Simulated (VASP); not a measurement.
# CoO (R-3m) in VASP: single point with PBEsol

Aim: the single point of CoO with PBEsol.

Program: VASP 6.6.1. These are calculated values, not measurements. Logs are shortened: lines on timing, memory, paths and dates and some standing lists are left out, and cuts for length are marked.

**1. The cell of the first run**

Symmetry: R-3m, No. 166, trigonal system. Conventional cell: a = 2.770 Å, b = 2.770 Å, c = 7.905 Å, α = 90.00°, β = 90.00°, γ = 120.00°. Co (site symmetry -3m) has 6 O at 2.07 Å and 6 Co at 2.77 Å within 2.8 Å. Within 2.8 Å of O (site symmetry -3m) lie 6 Co at 2.07 Å and 6 O at 2.77 Å.

**2. Single point, PBEsol, collinear spin, ferromagnetic start (strain -0.080 along x and y, +0.080 along z)**

The input, INCAR:

```
PREC = Accurate ; ENCUT = 600
EDIFF = 1E-6 ; ISMEAR = 0
SIGMA = 0.15 ; LREAL = F
LASPH = T ; NELM = 200
ALGO = Normal ; ISIF = 2
LWAVE = F ; LCHARG = F
ISPIN = 2 ; MAGMOM = 2.64 0.33
LORBIT = 11 ; LMAXMIX = 4
GGA = PS ; NBANDS = 22
GGA_COMPAT = F
```

The input, KPOINTS:

```
Automatic mesh
0
Gamma
  18 18 18
```

The input, POSCAR:

```
CoO
1.0
    1.3850319810      0.7996485870      2.6351210587
   -1.3850319810      0.7996485870      2.6351210587
    0.0000000000     -1.5992971741      2.6351210587
Co O
1 1
Direct
    0.0000000000      0.0000000000      0.0000000000
    0.5000000000      0.5000000000      0.5000000000
```

Potentials or basis: VASP PAW PBE potentials, release 64 (Co_sv, O).

Launch:

```
> cat potpaw_PBE.64/Co_sv/POTCAR potpaw_PBE.64/O/POTCAR > POTCAR
> mpirun -np 1 vasp_std > vasp.out
```

OUTCAR:

```text
PREC = Accurate
   ENCUT = 600
   EDIFF = 1E-6
   ISMEAR = 0
   LREAL = F
   LASPH = T
   NELM = 200
   ISIF = 2
   ISPIN = 2
   LORBIT = 11
   GGA = PS

 ion  position               nearest neighbor table
   1  0.000  0.000  0.000-   2 2.07   2 2.07   2 2.07   2 2.07   2 2.07   2 2.07
   2  0.500  0.500  0.500-   1 2.07   1 2.07   1 2.07   1 2.07   1 2.07   1 2.07

  LATTYP: Found a trigonal (rhomboedric) cell.
 ALAT       =     3.0824688879
 COS(alpha) =     0.5962131279

  Lattice vectors:

 A1 = (   1.3850319810,   0.7996485870,   2.6351210587)
 A2 = (  -1.3850319810,   0.7996485870,   2.6351210587)
 A3 = (   0.0000000000,  -1.5992971741,   2.6351210587)

Analysis of symmetry for initial positions (statically):
=====================================================================
 Subroutine PRICEL returns:
 Original cell was already a primitive cell.

 Routine SETGRP: Setting up the symmetry group for a
 trigonal (rhombohedral) supercell.

 Subroutine GETGRP returns: Found 12 space group operations
 (whereof 12 operations were pure point group operations)
 out of a pool of 12 trial point group operations.

The static configuration has the point symmetry D_3d.

Analysis of symmetry for dynamics (positions and initial velocities):
=====================================================================
 Subroutine PRICEL returns:
 Original cell was already a primitive cell.

 Routine SETGRP: Setting up the symmetry group for a
 trigonal (rhombohedral) supercell.

 Subroutine GETGRP returns: Found 12 space group operations
 (whereof 12 operations were pure point group operations)
 out of a pool of 12 trial point group operations.

The dynamic configuration has the point symmetry D_3d.

Analysis of structural, dynamic, and magnetic symmetry:
=====================================================================
 Subroutine PRICEL returns:
 Original cell was already a primitive cell.

 Routine SETGRP: Setting up the symmetry group for a
 trigonal (rhombohedral) supercell.

 Subroutine GETGRP returns: Found 12 space group operations
 (whereof 12 operations were pure point group operations)
 out of a pool of 12 trial point group operations.

The overall configuration has the point symmetry D_3d.

 Subroutine INISYM returns: Found 12 space group operations
 (whereof 12 operations are pure point group operations),
 and found     1 'primitive' translations

----------------------------------------------------------------------------------------

                                     Primitive cell

  volume of cell :      17.5110

  direct lattice vectors                    reciprocal lattice vectors
     1.385031981  0.799648587  2.635121059     0.361002494  0.208424887  0.126496402
    -1.385031981  0.799648587  2.635121059    -0.361002494  0.208424887  0.126496402
     0.000000000 -1.599297174  2.635121059     0.000000000 -0.416849775  0.126496402

  length of vectors
     3.082468888  3.082468888  3.082468888     0.435620333  0.435620333  0.435620333

  position of ions in fractional coordinates (direct lattice)
     0.000000000  0.000000000  0.000000000
     0.500000000  0.500000000  0.500000000

  ion indices of the primitive-cell ions
   primitive index   ion index
                 1           1
                 2           2

----------------------------------------------------------------------------------------

 KPOINTS: Automatic mesh

Automatic generation of k-mesh.
 Grid dimensions read from file:
 generate k-points for:   18   18   18

 Generating k-lattice:

  Cartesian coordinates                     Fractional coordinates (reciprocal lattice)
     0.020055694  0.011579160  0.007027578     0.055555556  0.000000000  0.000000000
    -0.020055694  0.011579160  0.007027578     0.000000000  0.055555556  0.000000000
     0.000000000 -0.023158321  0.007027578     0.000000000  0.000000000  0.055555556

  Length of vectors
     0.024201130  0.024201130  0.024201130

  Shift w.r.t. Gamma in fractional coordinates (k-lattice)
     0.000000000  0.000000000  0.000000000

 Subroutine IBZKPT returns following result:
 ===========================================

 Found    580 irreducible k-points:

 Following reciprocal coordinates:
            Coordinates               Weight
  0.000000  0.000000  0.000000      1.000000
  0.055556  0.000000  0.000000      6.000000
  0.111111  0.000000  0.000000      6.000000
  0.166667  0.000000  0.000000      6.000000
  0.222222  0.000000  0.000000      6.000000
  0.277778  0.000000 -0.000000      6.000000
[... 16 lines left out ...]
 -0.277778  0.055556 -0.000000     12.000000
 -0.222222  0.055556  0.000000     12.000000
 [... further k-points ...]
   k-points           NKPTS =    580   k-points in BZ     NKDIM =    580   number of bands    NBANDS=     22
   number of dos      NEDOS =    301   number of ions     NIONS =      2
   total plane-waves  NPLWV =  21952
   dimension x,y,z NGX =    28 NGY =   28 NGZ =   28
   dimension x,y,z NGXF=    56 NGYF=   56 NGZF=   56
   ions per type =               1   1
   NGX,Y,Z   is equivalent  to a cutoff of  15.10, 15.10, 15.10 a.u.
   NGXF,Y,Z  is equivalent  to a cutoff of  30.20, 30.20, 30.20 a.u.
 SYSTEM =  unknown system
   PREC   = accura    normal or accurate (medium, high low for compatibility)
   ISTART =      0    job   : 0-new  1-cont  2-samecut
   ICHARG =      2    charge: 1-file 2-atom 10-const
   ISPIN  =      2    spin polarized calculation?
   LNONCOLLINEAR =      F non collinear calculations
   LSORBIT =      F    spin-orbit coupling
   LASPH  =      T    aspherical Exc in radial PAW
   ENCUT  =  600.0 eV  44.10 Ry    6.64 a.u.   6.16  6.16  6.16*2*pi/ulx,y,z
   NELM   =    200;   NELMIN=  2; NELMDL= -5     # of ELM steps
   EDIFF  = 0.1E-05   stopping-criterion for ELM
   LREAL  =      F    real-space projection
   EDIFFG = 0.1E-04   stopping-criterion for IOM
   NSW    =      0    number of steps for IOM
   IBRION =     -1    ionic relax: 0-MD 1-quasi-New 2-CG
   NFREE  =      0    steps in history (QN), initial steepest desc. (CG)
   ISIF   =      2    stress and relaxation
   ISYM   =      2    0-nonsym 1-usesym 2-fastsym
   POTIM  = 0.5000    time-step for ionic-motion
   TEBEG  =    0.0;   TEEND  =   0.0 temperature during run
   PSTRESS=    0.0 pullay stress
   NELECT =      23.0000    total number of electrons
   NUPDOWN=      -1.0000    fix difference up-down
   EMIN   =  10.00;   EMAX   =-10.00  energy-range for DOS
   EFERMI =   0.00;   METHOD = LEGACY
   ISMEAR =     0;   SIGMA  =   0.15  broadening in eV -4-tet -1-fermi 0-gaus
   EFERMI_NEDOS =   21; number of points for ismear=-14 and -15
   IALGO  =     38    algorithm
   IMIX   =      4    mixing-type and parameters
     AMIX     =   0.40;   BMIX     =  1.00
     AMIX_MAG =   1.60;   BMIX_MAG =  1.00
  volume/ion in A,a.u.               =       8.76        59.09
  Fermi-wavevector in a.u.,A,eV,Ry     =   1.792863  3.388020 43.734007  3.214359
  Thomas-Fermi vector in A             =   2.855140
   LORBIT       =     11    0 simple, 1 ext, 2 COOP (PROOUT), +10 PAW based schemes
   GGA     = PS    functional components
   LHFCALC =     F    Hartree Fock is set to
   AEXX    =    0.0000 exact exchange contribution
   IVDW    =     0    specifies the selected vdW correction
   LEPSILON=     F    determine dielectric tensor
   LRPA    =     F    only Hartree local field effects (RPA)
 spin polarized calculation
 Gauss-broadening in eV      SIGMA  =   0.15
  energy-cutoff  :      600.00
  volume of cell :       17.51
 maximum number of plane-waves:       616
 NGX is ok and might be reduce to    28
   NGX = 13   NGY = 13   NGZ = 13

 number of electron      22.9999998 magnetization       2.6073801

 Free energy of the ion-electron system (eV)
  ---------------------------------------------------
  ext. energy  EPLUGINS =         0.00000000
  ---------------------------------------------------
  free energy    TOTEN  =       -14.10531286 eV

  energy without entropy =      -14.07395325  energy(sigma->0) =      -14.08963306

 E-fermi :  10.2231     XC(G=0): -13.5796

 val. band max:       10.2227775608   @ k =  -0.3889   0.2222   0.1667
 cond. band min:      10.2233956024   @ k =   0.2778   0.2222  -0.0000
 fundamental gap:      0.0006180416
 Fermi energy:        10.2231037864

 spin component 1

 k-point     1 :       0.0000    0.0000    0.0000
  band No.  band energies     occupation
      1     -86.2820      1.00000
      2     -49.7549      1.00000
      3     -49.6079      1.00000
      4     -49.6079      1.00000
      5     -10.8373      1.00000
      6       5.8631      1.00000
[... 14 lines left out ...]
     21      34.5546      0.00000
     22      36.4380      0.00000
[... 552 lines left out ...]
  band No.  band energies     occupation
      1     -86.2771      1.00000
      2     -49.7538      1.00000
      3     -49.6486      1.00000
      4     -49.6171      1.00000
      5     -10.0722      1.00000
      6       3.6334      1.00000
[... 14 lines left out ...]
     21      38.7286      0.00000
     22      40.9315      0.00000

 [... further k-points ...]

 spin component 2

 k-point     1 :       0.0000    0.0000    0.0000
  band No.  band energies     occupation
      1     -83.5394      1.00000
      2     -47.0118      1.00000
      3     -46.9631      1.00000
      4     -46.9631      1.00000
      5     -10.4014      1.00000
      6       6.2891      1.00000
[... 14 lines left out ...]
     21      35.4856      0.00000
     22      37.2695      0.00000
[... 552 lines left out ...]
  band No.  band energies     occupation
      1     -83.5340      1.00000
      2     -47.0144      1.00000
      3     -47.0061      1.00000
      4     -46.9736      1.00000
      5      -9.6200      1.00000
      6       4.2554      1.00000
[... 14 lines left out ...]
     21      39.2976      0.00000
     22      41.3552      0.00000

 [... further k-points ...]

------------------------ aborting loop because EDIFF is reached ----------------------------------------

  FORCE on cell =-STRESS in cart. coord.  units (eV):
  Direction    XX          YY          ZZ          XY          YZ          ZX
  --------------------------------------------------------------------------------------
  -------------------------------------------------------------------------------------
  Total       -0.0002491     -0.0002491     -0.0075761      0.0000000      0.0000000      0.0000000
  in kB       -0.0227927     -0.0227927     -0.6931769      0.0000000      0.0000000      0.0000000
  external PRESSURE =      -0.2462541 kB  Pullay stress =       0.0000000 kB

 VOLUME and BASIS-vectors are now :
 -----------------------------------------------------------------------------
  energy-cutoff  :      600.00
  volume of cell :       17.51
      direct lattice vectors                 reciprocal lattice vectors
     1.385031981  0.799648587  2.635121059     0.361002494  0.208424887  0.126496402
    -1.385031981  0.799648587  2.635121059    -0.361002494  0.208424887  0.126496402
     0.000000000 -1.599297174  2.635121059     0.000000000 -0.416849775  0.126496402

 POSITION                                       TOTAL-FORCE (eV/Angst)
 -----------------------------------------------------------------------------------
      0.00000      0.00000      0.00000        -0.000000      0.000000      0.000000
      0.00000     -0.00000      3.95268         0.000000     -0.000000     -0.000000
 -----------------------------------------------------------------------------------
    total drift:                                0.000000      0.000000      0.000000

  FREE ENERGIE OF THE ION-ELECTRON SYSTEM (eV)
  ---------------------------------------------------
  free  energy   TOTEN  =       -14.1053128632 eV

  energy  without entropy=      -14.0739532469  energy(sigma->0) =      -14.08963306

 total charge

# of ion       s       p       d       tot
------------------------------------------
    1        2.157   6.078   6.701  14.935
    2        1.551   3.430   0.000   4.982
--------------------------------------------------
tot          3.708   9.508   6.701  19.917

 magnetization (x)

# of ion       s       p       d       tot
------------------------------------------
    1        0.012   0.010   2.251   2.274
    2        0.030   0.219   0.000   0.249
--------------------------------------------------
tot          0.043   0.229   2.251   2.523
```

Wall time 7.8 min (1 thread of Intel Xeon 6975P-C (Granite Rapids), shared host); peak memory 0.5 GiB.

Results:

```
Free energy                                           : -14.1053 eV
Pressure                                              : 0.0 GPa
Net moment                                            : 2.61 μB per cell
Site moments                                          : Co +2.27; O +0.25 μB
Valence electrons inside the program's atomic spheres : Co 14.94; O 4.98
```

Caveat: the cell differs from its parent crystal (strain -0.080 along x and y, +0.080 along z); the PAW data sets were made with another functional, which shifts forces and pressure a little; a cell with one magnetic atom can't hold antiferromagnetic order, which such compounds often take; semilocal functionals often make such compounds metallic where correlation or magnetic order opens a gap, which also shifts bond lengths.
